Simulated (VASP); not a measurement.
# MgO (Fm-3m) in VASP: single point with PBE

Aim: the single point of MgO with PBE.

Program: VASP 6.6.1. These are calculated values, not measurements. Logs are shortened: lines on timing, memory, paths and dates and some standing lists are left out, and cuts for length are marked.

**1. The cell of the first run**

It takes space group Fm-3m (No. 225, cubic). The conventional cell has a = 4.216 Å, b = 4.216 Å, c = 4.216 Å, α = 90.00°, β = 90.00°, γ = 90.00°. Within 2.8 Å of Mg (site symmetry m-3m) lie 6 O at 2.11 Å. O (site symmetry m-3m) has 6 Mg at 2.11 Å within 2.8 Å.

**2. Single point, PBE**

Contents of INCAR:

```
  PREC = Accurate
  ENCUT = 840
  EDIFF = 1E-6
  ISMEAR = 0
  SIGMA = 0.01
  LREAL = F
  LASPH = T
  NELM = 120
  ALGO = Normal
  ISIF = 2
  LWAVE = F
  LCHARG = F
  GGA = PE
  NBANDS = 15
  GGA_COMPAT = F
```

Contents of KPOINTS:

```
regular mesh
0
Gamma
  9 9 9
```

Contents of POSCAR:

```
MgO
1.0
    0.0000000000      2.1080000000      2.1080000000
    2.1080000000      0.0000000000      2.1080000000
    2.1080000000      2.1080000000      0.0000000000
Mg O
1 1
Direct
    0.0000000000      0.0000000000      0.0000000000
    0.5000000000      0.5000000000      0.5000000000
```

Potentials or basis: VASP PAW PBE potentials, release 64 (Mg_sv, O).

On the command line:

```sh
> cat potpaw_PBE.64/Mg_sv/POTCAR potpaw_PBE.64/O/POTCAR > POTCAR
> mpirun -np 1 vasp_std > vasp.out
```

OUTCAR:

```text
PREC = Accurate
   ENCUT = 840
   EDIFF = 1E-6
   ISMEAR = 0
   LREAL = F
   LASPH = T
   NELM = 120
   ISIF = 2
   GGA = PE

 ion  position               nearest neighbor table
   1  0.000  0.000  0.000-   2 2.11   2 2.11   2 2.11   2 2.11   2 2.11   2 2.11
   2  0.500  0.500  0.500-   1 2.11   1 2.11   1 2.11   1 2.11   1 2.11   1 2.11

  LATTYP: Found a face centered cubic cell.
 ALAT       =     4.2160000000

  Lattice vectors:

 A1 = (   0.0000000000,   2.1080000000,   2.1080000000)
 A2 = (   2.1080000000,   0.0000000000,   2.1080000000)
 A3 = (   2.1080000000,   2.1080000000,   0.0000000000)

Analysis of symmetry for initial positions (statically):
=====================================================================
 Subroutine PRICEL returns:
 Original cell was already a primitive cell.

 Routine SETGRP: Setting up the symmetry group for a
 face centered cubic supercell.

 Subroutine GETGRP returns: Found 48 space group operations
 (whereof 48 operations were pure point group operations)
 out of a pool of 48 trial point group operations.

The static configuration has the point symmetry O_h .

Analysis of symmetry for dynamics (positions and initial velocities):
=====================================================================
 Subroutine PRICEL returns:
 Original cell was already a primitive cell.

 Routine SETGRP: Setting up the symmetry group for a
 face centered cubic supercell.

 Subroutine GETGRP returns: Found 48 space group operations
 (whereof 48 operations were pure point group operations)
 out of a pool of 48 trial point group operations.

The dynamic configuration has the point symmetry O_h .

 Subroutine INISYM returns: Found 48 space group operations
 (whereof 48 operations are pure point group operations),
 and found     1 'primitive' translations

----------------------------------------------------------------------------------------

                                     Primitive cell

  volume of cell :      18.7345

  direct lattice vectors                    reciprocal lattice vectors
     0.000000000  2.108000000  2.108000000    -0.237191651  0.237191651  0.237191651
     2.108000000  0.000000000  2.108000000     0.237191651 -0.237191651  0.237191651
     2.108000000  2.108000000  0.000000000     0.237191651  0.237191651 -0.237191651

  length of vectors
     2.981162189  2.981162189  2.981162189     0.410827990  0.410827990  0.410827990

  position of ions in fractional coordinates (direct lattice)
     0.000000000  0.000000000  0.000000000
     0.500000000  0.500000000  0.500000000

  ion indices of the primitive-cell ions
   primitive index   ion index
                 1           1
                 2           2

----------------------------------------------------------------------------------------

 KPOINTS: regular mesh

Automatic generation of k-mesh.
 Grid dimensions read from file:
 generate k-points for:    9    9    9

 Generating k-lattice:

  Cartesian coordinates                     Fractional coordinates (reciprocal lattice)
    -0.026354628  0.026354628  0.026354628     0.111111111  0.000000000  0.000000000
     0.026354628 -0.026354628  0.026354628     0.000000000  0.111111111  0.000000000
     0.026354628  0.026354628 -0.026354628     0.000000000  0.000000000  0.111111111

  Length of vectors
     0.045647554  0.045647554  0.045647554

  Shift w.r.t. Gamma in fractional coordinates (k-lattice)
     0.000000000  0.000000000  0.000000000

 Subroutine IBZKPT returns following result:
 ===========================================

 Found     35 irreducible k-points:

 Following reciprocal coordinates:
            Coordinates               Weight
  0.000000  0.000000  0.000000      1.000000
  0.111111  0.000000  0.000000      8.000000
  0.222222  0.000000  0.000000      8.000000
  0.333333  0.000000  0.000000      8.000000
  0.444444  0.000000  0.000000      8.000000
  0.111111  0.111111  0.000000      6.000000
[... 16 lines left out ...]
 -0.333333  0.333333  0.000000     12.000000
  0.444444  0.444444  0.000000      6.000000
 [... further k-points ...]
   k-points           NKPTS =     35   k-points in BZ     NKDIM =     35   number of bands    NBANDS=     15
   number of dos      NEDOS =    301   number of ions     NIONS =      2
   total plane-waves  NPLWV =  21952
   dimension x,y,z NGX =    28 NGY =   28 NGZ =   28
   dimension x,y,z NGXF=    56 NGYF=   56 NGZF=   56
   ions per type =               1   1
   NGX,Y,Z   is equivalent  to a cutoff of  15.61, 15.61, 15.61 a.u.
   NGXF,Y,Z  is equivalent  to a cutoff of  31.23, 31.23, 31.23 a.u.
 SYSTEM =  unknown system
   PREC   = accura    normal or accurate (medium, high low for compatibility)
   ISTART =      0    job   : 0-new  1-cont  2-samecut
   ICHARG =      2    charge: 1-file 2-atom 10-const
   ISPIN  =      1    spin polarized calculation?
   LNONCOLLINEAR =      F non collinear calculations
   LSORBIT =      F    spin-orbit coupling
   LASPH  =      T    aspherical Exc in radial PAW
   ENCUT  =  840.0 eV  61.74 Ry    7.86 a.u.   7.05  7.05  7.05*2*pi/ulx,y,z
   NELM   =    120;   NELMIN=  2; NELMDL= -5     # of ELM steps
   EDIFF  = 0.1E-05   stopping-criterion for ELM
   LREAL  =      F    real-space projection
   EDIFFG = 0.1E-04   stopping-criterion for IOM
   NSW    =      0    number of steps for IOM
[... 5 lines left out ...]
   TEBEG  =    0.0;   TEEND  =   0.0 temperature during run
   PSTRESS=    0.0 pullay stress
   NELECT =      16.0000    total number of electrons
   NUPDOWN=      -1.0000    fix difference up-down
   EMIN   =  10.00;   EMAX   =-10.00  energy-range for DOS
   EFERMI =   0.00;   METHOD = LEGACY
   ISMEAR =     0;   SIGMA  =   0.01  broadening in eV -4-tet -1-fermi 0-gaus
   EFERMI_NEDOS =   21; number of points for ismear=-14 and -15
   IALGO  =     38    algorithm
   IMIX   =      4    mixing-type and parameters
     AMIX     =   0.40;   BMIX     =  1.00
     AMIX_MAG =   1.60;   BMIX_MAG =  1.00
  volume/ion in A,a.u.               =       9.37        63.21
  Fermi-wavevector in a.u.,A,eV,Ry     =   1.553224  2.935169 32.824140  2.412506
  Thomas-Fermi vector in A             =   2.657486
   LORBIT       =      0    0 simple, 1 ext, 2 COOP (PROOUT), +10 PAW based schemes
   GGA     = PE    functional components
   LHFCALC =     F    Hartree Fock is set to
   AEXX    =    0.0000 exact exchange contribution
   IVDW    =     0    specifies the selected vdW correction
   LEPSILON=     F    determine dielectric tensor
   LRPA    =     F    only Hartree local field effects (RPA)
 non-spin polarized calculation
 Gauss-broadening in eV      SIGMA  =   0.01
  energy-cutoff  :      840.00
  volume of cell :       18.73
 maximum number of plane-waves:      1049
   NGX = 15   NGY = 15   NGZ = 15

 number of electron      15.9999995 magnetization

 Free energy of the ion-electron system (eV)
  ---------------------------------------------------
  ext. energy  EPLUGINS =         0.00000000
  ---------------------------------------------------
  free energy    TOTEN  =       -11.87645577 eV

  energy without entropy =      -11.87645577  energy(sigma->0) =      -11.87645577

 E-fermi :   3.0561     XC(G=0): -11.3770

 val. band max:        2.8952398052   @ k =   0.0000   0.0000   0.0000
 cond. band min:       7.6078759344   @ k =   0.0000   0.0000   0.0000
 fundamental gap:      4.7126361292
 Fermi energy:         3.0561105822

 k-point     1 :       0.0000    0.0000    0.0000
  band No.  band energies     occupation
      1     -69.3825      2.00000
      2     -36.1076      2.00000
      3     -36.1076      2.00000
      4     -36.1076      2.00000
      5     -14.3390      2.00000
      6       2.8952      2.00000
      7       2.8952      2.00000
      8       2.8952      2.00000
      9       7.6079      0.00000
     10      18.6853      0.00000
     11      18.6853      0.00000
     12      18.6853      0.00000
     13      22.5909      0.00000
     14      24.3687      0.00000
     15      24.3687      0.00000

 k-point     2 :       0.1111    0.0000    0.0000
  band No.  band energies     occupation
      1     -69.3813      2.00000
      2     -36.1176      2.00000
      3     -36.1085      2.00000
      4     -36.1085      2.00000
      5     -14.2061      2.00000
      6       2.1157      2.00000
      7       2.8129      2.00000
      8       2.8129      2.00000
      9       8.3595      0.00000
     10      17.2437      0.00000
     11      18.9755      0.00000
     12      18.9755      0.00000
     13      23.5381      0.00000
     14      23.5381      0.00000
     15      24.4883      0.00000

 k-point     3 :       0.2222    0.0000    0.0000
  band No.  band energies     occupation
      1     -69.3789      2.00000
      2     -36.1432      2.00000
      3     -36.1111      2.00000
      4     -36.1111      2.00000
      5     -13.8502      2.00000
      6       0.6226      2.00000
      7       2.6122      2.00000
      8       2.6122      2.00000
      9       9.6836      0.00000
     10      15.6886      0.00000
     11      19.4834      0.00000
     12      19.4834      0.00000
     13      22.9411      0.00000
     14      22.9411      0.00000
     15      25.0643      0.00000

 k-point     4 :       0.3333    0.0000    0.0000
  band No.  band energies     occupation
      1     -69.3762      2.00000
      2     -36.1721      2.00000
      3     -36.1141      2.00000
      4     -36.1141      2.00000
      5     -13.4031      2.00000
      6      -0.7595      2.00000
      7       2.3962      2.00000
      8       2.3962      2.00000
      9      10.5505      0.00000
     10      15.2009      0.00000
     11      19.4638      0.00000
     12      19.4638      0.00000
     13      23.7767      0.00000
     14      23.7767      0.00000
     15      24.3443      0.00000
[... 307 lines left out ...]
 k-point    22 :      -0.4444    0.3333    0.0000
  band No.  band energies     occupation
      1     -69.3716      2.00000
      2     -36.1717      2.00000
      3     -36.1480      2.00000
      4     -36.1299      2.00000
      5     -12.8192      2.00000
      6      -0.7479      2.00000
      7       0.5658      2.00000
      8       1.7464      2.00000
      9      12.8447      0.00000
     10      14.3243      0.00000
     11      15.6005      0.00000
     12      21.0298      0.00000
     13      21.2391      0.00000
     14      28.4214      0.00000
     15      29.8922      0.00000

 k-point    23 :      -0.3333    0.3333    0.0000
  band No.  band energies     occupation
      1     -69.3718      2.00000
      2     -36.1634      2.00000
      3     -36.1590      2.00000
      4     -36.1249      2.00000
      5     -12.8262      2.00000
      6      -0.3091      2.00000
      7      -0.1396      2.00000
      8       1.9021      2.00000
      9      13.1878      0.00000
     10      15.0853      0.00000
     11      15.4027      0.00000
     12      20.6519      0.00000
     13      21.6966      0.00000
     14      26.0699      0.00000
     15      30.4114      0.00000

 k-point    24 :       0.4444    0.4444    0.0000
  band No.  band energies     occupation
      1     -69.3715      2.00000
      2     -36.1783      2.00000
      3     -36.1353      2.00000
      4     -36.1353      2.00000
      5     -12.8630      2.00000
      6      -1.0783      2.00000
      7       1.5931      2.00000
      8       1.5931      2.00000
      9      12.1190      0.00000
     10      12.8441      0.00000
     11      15.9841      0.00000
     12      21.7548      0.00000
     13      21.7548      0.00000
     14      28.4003      0.00000
     15      29.3590      0.00000

 [... further k-points ...]

------------------------ aborting loop because EDIFF is reached ----------------------------------------

  FORCE on cell =-STRESS in cart. coord.  units (eV):
  Direction    XX          YY          ZZ          XY          YZ          ZX
  --------------------------------------------------------------------------------------
  -------------------------------------------------------------------------------------
  Total        0.5044407      0.5044407      0.5044407      0.0000000     -0.0000000     -0.0000000
  in kB       43.1398785     43.1398785     43.1398785      0.0000000     -0.0000000     -0.0000000
  external PRESSURE =      43.1398785 kB  Pullay stress =       0.0000000 kB

 VOLUME and BASIS-vectors are now :
 -----------------------------------------------------------------------------
  energy-cutoff  :      840.00
  volume of cell :       18.73
      direct lattice vectors                 reciprocal lattice vectors
     0.000000000  2.108000000  2.108000000    -0.237191651  0.237191651  0.237191651
     2.108000000  0.000000000  2.108000000     0.237191651 -0.237191651  0.237191651
     2.108000000  2.108000000  0.000000000     0.237191651  0.237191651 -0.237191651

 POSITION                                       TOTAL-FORCE (eV/Angst)
 -----------------------------------------------------------------------------------
      0.00000      0.00000      0.00000         0.000000     -0.000000      0.000000
      2.10800      2.10800      2.10800        -0.000000      0.000000     -0.000000
 -----------------------------------------------------------------------------------
    total drift:                                0.000000      0.000000      0.000000

  FREE ENERGIE OF THE ION-ELECTRON SYSTEM (eV)
  ---------------------------------------------------
  free  energy   TOTEN  =       -11.8764557729 eV

  energy  without entropy=      -11.8764557729  energy(sigma->0) =      -11.87645577
```

Run time: 13 s. Hardware: 1 thread of Intel Xeon Platinum 8375C at 2.90GHz (Ice Lake), shared host; peak memory 0.16 GiB.

Results:

```yaml
Free_energy: -11.8765 eV
Pressure: 4.3 GPa
Band_gap_on_the_k_mesh: 4.71 eV
```

Levels at points of the mesh, in eV from the valence-band top:
| k point | band 5 | band 6 | band 7 | band 8 | band 9 | band 10 | band 11 | band 12 |
| --- | --- | --- | --- | --- | --- | --- | --- | --- |
| (0.00, 0.00, 0.00) | -17.23 | 0.00 | 0.00 | 0.00 | 4.71 | 15.79 | 15.79 | 15.79 |

Caveat: the cell stands under pressure.
